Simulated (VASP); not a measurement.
# Os (P6_3/mmc) in VASP: notebook

Aim: see how the results for Os move with the level of theory and the settings. Levels: BLYP, SVWN5. Tasks: single point.

Program: VASP 6.6.1. These are calculated values, not measurements. Logs are shortened: lines on timing, memory, paths and dates and some standing lists are left out, and cuts for length are marked.

## 1. The cell of the first run

Symmetry: P6_3/mmc, No. 194, hexagonal system. Conventional cell: a = 2.697 Å, b = 2.697 Å, c = 4.261 Å, α = 90.00°, β = 90.00°, γ = 120.00°. Within 3.5 Å of Os (site symmetry -6m2) lie 12 Os at 2.64 to 2.70 Å.

## 2. Single point, BLYP

The input, INCAR:

```
PREC = Accurate
ENCUT = 560
EDIFF = 1E-6
ISMEAR = -1
SIGMA = 0.05
LREAL = F
LASPH = T
NELM = 120
ALGO = Normal
ISIF = 2
LWAVE = F
LCHARG = T
GGA = B5
ALDAX = 1.0
AGGAX = 1.0
AGGAC = 1.0
ALDAC = 0.0
LELF = T
LVHAR = T
NBANDS = 23
GGA_COMPAT = F
```

The input, KPOINTS:

```
Automatic mesh
0
Gamma
  11 11 6
```

The input, POSCAR:

```
Os
1.0
    2.6971481730      0.0000000000      0.0000000000
   -1.3485740865      2.3357988356      0.0000000000
    0.0000000000      0.0000000000      4.2613185190
Os
2
Direct
    0.6666666667      0.3333333333      0.7500000000
    0.3333333333      0.6666666667      0.2500000000
```

Potentials or basis: VASP PAW PBE potentials, release 64 (Os_sv_GW).

Started as:

```console
> cat potpaw_PBE.64/Os_sv_GW/POTCAR > POTCAR
> mpirun -np 1 vasp_std > vasp.out
```

OUTCAR:

```text
PREC = Accurate
   ENCUT = 560
   EDIFF = 1E-6
   ISMEAR = -1
   LREAL = F
   LASPH = T
   NELM = 120
   ISIF = 2
   GGA = B5

 ion  position               nearest neighbor table
   1  0.667  0.333  0.750-   2 2.64   2 2.64   2 2.64   2 2.64   2 2.64   2 2.64
   2  0.333  0.667  0.250-   1 2.64   1 2.64   1 2.64   1 2.64   1 2.64   1 2.64

  LATTYP: Found a hexagonal cell.
 ALAT       =     2.6971481730
 C/A-ratio  =     1.5799348963

  Lattice vectors:

 A1 = (   2.6971481730,   0.0000000000,   0.0000000000)
 A2 = (  -1.3485740865,   2.3357988356,   0.0000000000)
 A3 = (   0.0000000000,   0.0000000000,   4.2613185190)

Analysis of symmetry for initial positions (statically):
=====================================================================
 Subroutine PRICEL returns:
 Original cell was already a primitive cell.

 Routine SETGRP: Setting up the symmetry group for a
 hexagonal supercell.

 Subroutine GETGRP returns: Found 24 space group operations
 (whereof 12 operations were pure point group operations)
 out of a pool of 24 trial point group operations.

The static configuration has the point symmetry D_3d.
 The point group associated with its full space group is D_6h.

Analysis of symmetry for dynamics (positions and initial velocities):
=====================================================================
 Subroutine PRICEL returns:
 Original cell was already a primitive cell.

 Routine SETGRP: Setting up the symmetry group for a
 hexagonal supercell.

 Subroutine GETGRP returns: Found 24 space group operations
 (whereof 12 operations were pure point group operations)
 out of a pool of 24 trial point group operations.

The dynamic configuration has the point symmetry D_3d.
 The point group associated with its full space group is D_6h.

 Subroutine INISYM returns: Found 24 space group operations
 (whereof 12 operations are pure point group operations),
 and found     1 'primitive' translations

----------------------------------------------------------------------------------------

                                     Primitive cell

  volume of cell :      26.8463

  direct lattice vectors                    reciprocal lattice vectors
     2.697148173  0.000000000  0.000000000     0.370761981  0.214059530  0.000000000
    -1.348574086  2.335798836  0.000000000     0.000000000  0.428119059  0.000000000
     0.000000000  0.000000000  4.261318519     0.000000000  0.000000000  0.234669151

  length of vectors
     2.697148173  2.697148173  4.261318519     0.428119059  0.428119059  0.234669151

  position of ions in fractional coordinates (direct lattice)
     0.666666667  0.333333333  0.750000000
     0.333333333  0.666666667  0.250000000

  ion indices of the primitive-cell ions
   primitive index   ion index
                 1           1
                 2           2

----------------------------------------------------------------------------------------

 KPOINTS: Automatic mesh

Automatic generation of k-mesh.
 Grid dimensions read from file:
 generate k-points for:   11   11    6

 Generating k-lattice:

  Cartesian coordinates                     Fractional coordinates (reciprocal lattice)
     0.033705635  0.019459957  0.000000000     0.090909091 -0.000000000  0.000000000
     0.000000000  0.038919914  0.000000000     0.000000000  0.090909091  0.000000000
     0.000000000  0.000000000  0.039111525     0.000000000  0.000000000  0.166666667

  Length of vectors
     0.038919914  0.038919914  0.039111525

  Shift w.r.t. Gamma in fractional coordinates (k-lattice)
     0.000000000  0.000000000  0.000000000

 Subroutine IBZKPT returns following result:
 ===========================================

 Found     64 irreducible k-points:

 Following reciprocal coordinates:
            Coordinates               Weight
  0.000000  0.000000  0.000000      1.000000
  0.090909 -0.000000  0.000000      6.000000
  0.181818 -0.000000  0.000000      6.000000
  0.272727 -0.000000  0.000000      6.000000
  0.363636 -0.000000  0.000000      6.000000
  0.454545 -0.000000  0.000000      6.000000
[... 16 lines left out ...]
  0.090909  0.090909  0.166667     12.000000
  0.181818  0.090909  0.166667     24.000000
 [... further k-points ...]
   k-points           NKPTS =     64   k-points in BZ     NKDIM =     64   number of bands    NBANDS=     23
   number of dos      NEDOS =    301   number of ions     NIONS =      2
   total plane-waves  NPLWV =  20736
   dimension x,y,z NGX =    24 NGY =   24 NGZ =   36
   dimension x,y,z NGXF=    48 NGYF=   48 NGZF=   72
   ions per type =               2
   NGX,Y,Z   is equivalent  to a cutoff of  14.79, 14.79, 14.04 a.u.
   NGXF,Y,Z  is equivalent  to a cutoff of  29.59, 29.59, 28.09 a.u.
 SYSTEM =  unknown system
   PREC   = accura    normal or accurate (medium, high low for compatibility)
   ISTART =      0    job   : 0-new  1-cont  2-samecut
   ICHARG =      2    charge: 1-file 2-atom 10-const
   ISPIN  =      1    spin polarized calculation?
   LNONCOLLINEAR =      F non collinear calculations
   LSORBIT =      F    spin-orbit coupling
   LASPH  =      T    aspherical Exc in radial PAW
   ENCUT  =  560.0 eV  41.16 Ry    6.42 a.u.   5.20  5.20  8.22*2*pi/ulx,y,z
   NELM   =    120;   NELMIN=  2; NELMDL= -5     # of ELM steps
   EDIFF  = 0.1E-05   stopping-criterion for ELM
   LREAL  =      F    real-space projection
   EDIFFG = 0.1E-04   stopping-criterion for IOM
   NSW    =      0    number of steps for IOM
   IBRION =     -1    ionic relax: 0-MD 1-quasi-New 2-CG
   NFREE  =      0    steps in history (QN), initial steepest desc. (CG)
   ISIF   =      2    stress and relaxation
   ISYM   =      2    0-nonsym 1-usesym 2-fastsym
   POTIM  = 0.5000    time-step for ionic-motion
   TEBEG  =    0.0;   TEEND  =   0.0 temperature during run
   PSTRESS=    0.0 pullay stress
   NELECT =      32.0000    total number of electrons
   NUPDOWN=      -1.0000    fix difference up-down
   EMIN   =  10.00;   EMAX   =-10.00  energy-range for DOS
   EFERMI =   0.00;   METHOD = LEGACY
   ISMEAR =    -1;   SIGMA  =   0.05  broadening in eV -4-tet -1-fermi 0-gaus
   EFERMI_NEDOS =   21; number of points for ismear=-14 and -15
   IALGO  =     38    algorithm
   IMIX   =      4    mixing-type and parameters
     AMIX     =   0.40;   BMIX     =  1.00
     AMIX_MAG =   1.60;   BMIX_MAG =  1.00
  volume/ion in A,a.u.               =      13.42        90.58
  Fermi-wavevector in a.u.,A,eV,Ry     =   1.735788  3.280164 40.993821  3.012961
  Thomas-Fermi vector in A             =   2.809327
   LORBIT       =      0    0 simple, 1 ext, 2 COOP (PROOUT), +10 PAW based schemes
   GGA     = B5    functional components
   LHFCALC =     F    Hartree Fock is set to
   AEXX    =    0.0000 exact exchange contribution
   IVDW    =     0    specifies the selected vdW correction
   LEPSILON=     F    determine dielectric tensor
   LRPA    =     F    only Hartree local field effects (RPA)
 non-spin polarized calculation
  energy-cutoff  :      560.00
  volume of cell :       26.85
 maximum number of plane-waves:       825
 NGX is ok and might be reduce to    24
   NGX = 11   NGY = 11   NGZ = 17

 number of electron      31.9999999 magnetization

 Free energy of the ion-electron system (eV)
  ---------------------------------------------------
  ext. energy  EPLUGINS =         0.00000000
  ---------------------------------------------------
  free energy    TOTEN  =       -21.14229407 eV

  energy without entropy =      -21.12876710  energy(sigma->0) =      -21.13553058

 E-fermi :  15.1123     XC(G=0): -14.1655

 val. band max:       15.0974644382   @ k =   0.4545   0.0909   0.5000
 cond. band min:      15.1641332847   @ k =   0.3636   0.0909   0.3333
 fundamental gap:      0.0666688465
 Fermi energy:        15.1123226540

 k-point     1 :       0.0000    0.0000    0.0000
  band No.  band energies     occupation
      1     -71.0902      2.00000
      2     -70.9474      2.00000
      3     -31.4584      2.00000
      4     -30.3594      2.00000
      5     -30.3594      2.00000
      6     -30.1527      2.00000
[... 15 lines left out ...]
     22      28.7929      0.00000
     23      31.1822      0.00000

 k-point     2 :       0.0909   -0.0000    0.0000
  band No.  band energies     occupation
      1     -71.0821      2.00000
      2     -70.9440      2.00000
      3     -31.4252      2.00000
      4     -30.4297      2.00000
      5     -30.3831      2.00000
      6     -30.2266      2.00000
[... 15 lines left out ...]
     22      29.5266      0.00000
     23      31.6246      0.00000

 k-point     3 :       0.1818   -0.0000    0.0000
  band No.  band energies     occupation
      1     -71.0594      2.00000
      2     -70.9363      2.00000
      3     -31.3319      2.00000
      4     -30.6183      2.00000
      5     -30.4448      2.00000
      6     -30.4190      2.00000
[... 15 lines left out ...]
     22      31.0228      0.00000
     23      32.0422      0.00000

 k-point     4 :       0.2727   -0.0000    0.0000
  band No.  band energies     occupation
      1     -71.0283      2.00000
      2     -70.9277      2.00000
      3     -31.1935      2.00000
      4     -30.8638      2.00000
      5     -30.6611      2.00000
      6     -30.5216      2.00000
[... 15 lines left out ...]
     22      29.1370      0.00000
     23      30.6138      0.00000

 k-point     5 :       0.3636   -0.0000    0.0000
  band No.  band energies     occupation
      1     -70.9965      2.00000
      2     -70.9229      2.00000
      3     -31.0874      2.00000
      4     -31.0366      2.00000
      5     -30.8736      2.00000
      6     -30.5894      2.00000
[... 15 lines left out ...]
     22      26.0658      0.00000
     23      29.1561      0.00000

 k-point     6 :       0.4545   -0.0000    0.0000
  band No.  band energies     occupation
      1     -70.9743      2.00000
      2     -70.9235      2.00000
      3     -31.2198      2.00000
      4     -30.9960      2.00000
      5     -30.9116      2.00000
      6     -30.6288      2.00000
[... 15 lines left out ...]
     22      27.4106      0.00000
     23      27.4580      0.00000

 k-point     7 :       0.0909    0.0909    0.0000
  band No.  band energies     occupation
      1     -71.0667      2.00000
      2     -70.9388      2.00000
      3     -31.3623      2.00000
      4     -30.5443      2.00000
      5     -30.4611      2.00000
      6     -30.3284      2.00000
[... 353 lines left out ...]
     22      29.8181      0.00000
     23      31.1821      0.00000

 k-point    21 :       0.3636   -0.0000    0.1667
  band No.  band energies     occupation
      1     -70.9915      2.00000
      2     -70.9278      2.00000
      3     -31.2049      2.00000
      4     -30.9643      2.00000
      5     -30.8358      2.00000
      6     -30.5684      2.00000
[... 15 lines left out ...]
     22      28.1506      0.00000
     23      29.9645      0.00000

 k-point    22 :       0.4545   -0.0000    0.1667
  band No.  band energies     occupation
      1     -70.9707      2.00000
      2     -70.9267      2.00000
      3     -31.2880      2.00000
      4     -31.0729      2.00000
      5     -30.7910      2.00000
      6     -30.6066      2.00000
[... 15 lines left out ...]
     22      26.8093      0.00000
     23      28.3841      0.00000

 k-point    23 :       0.0909    0.0909    0.1667
  band No.  band energies     occupation
      1     -71.0582      2.00000
      2     -70.9473      2.00000
      3     -31.2958      2.00000
      4     -30.5200      2.00000
      5     -30.4652      2.00000
      6     -30.3738      2.00000
[... 15 lines left out ...]
     22      30.1482      0.00000
     23      32.2675      0.00000

 k-point    24 :       0.1818    0.0909    0.1667
  band No.  band energies     occupation
      1     -71.0324      2.00000
      2     -70.9379      2.00000
      3     -31.2145      2.00000
      4     -30.7074      2.00000
      5     -30.6500      2.00000
      6     -30.4678      2.00000
[... 15 lines left out ...]
     22      30.7607      0.00000
     23      31.5497      0.00000

 [... further k-points ...]

------------------------ aborting loop because EDIFF is reached ----------------------------------------

  FORCE on cell =-STRESS in cart. coord.  units (eV):
  Direction    XX          YY          ZZ          XY          YZ          ZX
  --------------------------------------------------------------------------------------
  -------------------------------------------------------------------------------------
  Total        7.8122922      7.8122922      8.1733124      0.0000000     -0.0000000      0.0000000
  in kB      466.2349459    466.2349459    487.7805083      0.0000000     -0.0000000      0.0000000
  external PRESSURE =     473.4168000 kB  Pullay stress =       0.0000000 kB

 VOLUME and BASIS-vectors are now :
 -----------------------------------------------------------------------------
  energy-cutoff  :      560.00
  volume of cell :       26.85
      direct lattice vectors                 reciprocal lattice vectors
     2.697148173  0.000000000  0.000000000     0.370761981  0.214059530  0.000000000
    -1.348574086  2.335798836  0.000000000     0.000000000  0.428119059  0.000000000
     0.000000000  0.000000000  4.261318519     0.000000000  0.000000000  0.234669151

 POSITION                                       TOTAL-FORCE (eV/Angst)
 -----------------------------------------------------------------------------------
      1.34857      0.77860      3.19599        -0.000000      0.000000      0.000000
     -0.00000      1.55720      1.06533         0.000000     -0.000000      0.000000
 -----------------------------------------------------------------------------------
    total drift:                               -0.000000      0.000000     -0.000000

  FREE ENERGIE OF THE ION-ELECTRON SYSTEM (eV)
  ---------------------------------------------------
  free  energy   TOTEN  =       -21.1422940668 eV

  energy  without entropy=      -21.1287670981  energy(sigma->0) =      -21.13553058
```

Run time: 36 s. Hardware: 1 thread of AMD EPYC 9R45 (Zen 5), shared host; peak memory 0.15 GiB.

What came out:

```yaml
Free_energy: -21.1423 eV
Pressure: 47.3 GPa
Band_gap_on_the_k_mesh: zero (bands 16 and 17 overlap by 4.15 eV)
```

Stress tensor (GPa, compression positive):
```
46.62  0.00  0.00
 0.00 46.62  0.00
 0.00  0.00 48.78
```

Caveat: the cell stands under pressure; the PAW data sets were made with another functional, which shifts forces and pressure a little; spin-orbit coupling is left out, which moves the levels of the heavy elements.

(Part 1 of 2 ends here.)

The gap in the log of VASP goes by the Fermi energy; the results here count the filled bands.